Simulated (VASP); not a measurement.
Set up this calculation in VASP 6.6.1, as the native input.

| Item | Value |
| --- | --- |
| Task | dielectric tensor |
| Functional | LDA |
| Potentials or basis | VASP PAW LDA potentials, release 64 (Al, N) |
| Cutoff | 520 eV |
| k mesh | 10 × 10 × 10 |
| Occupations | gaussian, width 0.01 eV |
| Spin | no spin polarisation |
| Dipole correction | no |
| Further INCAR settings | ALGO = Normal; EDIFF = 1e-08 |

The structure of AlN lies in POSCAR:

```
AlN
1.0
    0.0000000000      2.1839935596      2.1839935596
    2.1839935596      0.0000000000      2.1839935596
    2.1839935596      2.1839935596      0.0000000000
Al N
1 1
Direct
    0.0000000000      0.0000000000      0.0000000000
    0.2500000000      0.2500000000      0.2500000000
```

These files were run (other wordings do the same):

INCAR

```
PREC = Accurate
ENCUT = 520
EDIFF = 1E-8
ISMEAR = 0
SIGMA = 0.01
LREAL = False
LASPH = True
NELM = 60
ALGO = Normal
ISIF = 2
LWAVE = False
LCHARG = False
LEPSILON = True
```

KPOINTS

```
regular mesh
0
Gamma
  10 10 10
```

Potentials or basis: VASP PAW LDA potentials, release 64 (Al, N).

Launch:

```bash
$ cat potpaw_LDA.64/Al/POTCAR potpaw_LDA.64/N/POTCAR > POTCAR
$ mpirun -np 1 vasp_std > vasp.out
```

It gave:

```yaml
Band_gap_on_the_k_mesh: 3.22 eV, indirect (least direct gap 4.23 eV)
Electronic_dielectric_tensor_diagonal: 4.57
Born_charges_mean_of_the_diagonal: Al +2.53; N -2.53 e
```

It took 48 s on 1 thread of Intel(R) Xeon(R) Platinum 8488C (Sapphire Rapids), on a shared host, peak memory 0.19 GiB.
